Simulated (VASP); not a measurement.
Wanted: the native input for a VASP 6.6.1 run.

| Quantity | Value |
| --- | --- |
| Task | single point |
| Functional | PBE |
| Potentials or basis | VASP PAW PBE potentials, release 64 (Ta_pv, Al, N) |
| Cutoff | 600 eV |
| k mesh | 6 × 6 × 6 |
| Occupations | gaussian, width 0.1 eV |
| Spin | collinear spin |
| Starting moments | [1.0, 1.0, 0.0, 0.0, 0.0, 0.0] μB |
| Dipole correction | no |
| Further INCAR settings | ALGO = Normal; EDIFF = 1e-06; NBANDS = 33 |

The structure of Ta2AlN3 lies in POSCAR:

```
Ta2AlN3
1.0
    5.4516851745      0.0000000000      0.0000000000
   -2.7258425873      4.7212978546      0.0000000000
    0.0000000000      0.0000000000      2.8452388240
Ta Al N
2 1 3
Direct
    0.3333333333      0.6666666667      0.5000000000
    0.6666666667      0.3333333333      0.5000000000
    0.0000000000      0.0000000000      0.0000000000
    0.5000000000      0.0000000000      0.0000000000
    0.5000000000      0.5000000000      0.0000000000
    0.0000000000      0.5000000000      0.0000000000
```

One way to write it, as run:

INCAR

```
PREC     = Accurate       # precision mode
ENCUT    = 600            # plane-wave cutoff, eV
EDIFF    = 1E-6           # SCF threshold, eV
ISMEAR   = 0              # smearing method
SIGMA    = 0.1            # smearing width, eV
LREAL    = F              # projectors in reciprocal space
LASPH    = T              # aspherical terms in the spheres
NELM     = 200            # most SCF steps
ALGO     = Normal         # electronic algorithm
ISIF     = 2              # what is computed and relaxed
LWAVE    = F              # write WAVECAR
LCHARG   = T              # write CHGCAR
ISPIN    = 2              # spin polarisation
MAGMOM   = 1 1 0 0 0 0    # initial moments
LORBIT   = 11             # projections on sites
LMAXMIX  = 4              # l up to which the mixer works
GGA      = PE             # functional
LELF     = T              # ELF
LVHAR    = T            
NBANDS   = 33             # bands
GGA_COMPAT= F
```

KPOINTS

```
regular mesh
0
Gamma
  6 6 6
```

Potentials or basis: VASP PAW PBE potentials, release 64 (Ta_pv, Al, N).

Launch:

```console
$ cat potpaw_PBE.64/Ta_pv/POTCAR potpaw_PBE.64/Al/POTCAR potpaw_PBE.64/N/POTCAR > POTCAR
$ mpirun -np 1 vasp_std > vasp.out
```

Results of the run:

| Item | Value |
| --- | --- |
| Pressure | 0.5 GPa |
| Band gap on the k mesh | zero (filled and empty bands overlap) |
| Net moment | 0.00 μB per cell |
| Valence electrons inside the program's atomic spheres | Ta 8.90; Al 0.70; N 3.76 |

Caveat: the k points lie up to 0.37 Å⁻¹ apart, too coarse for converged energies and pressures of a metal; spin-orbit coupling is left out, which moves the levels of the heavy elements.

It took 2.3 min on 1 thread of Oxide Virtual Turin-like Processor, on a shared host, peak memory 0.3 GiB.
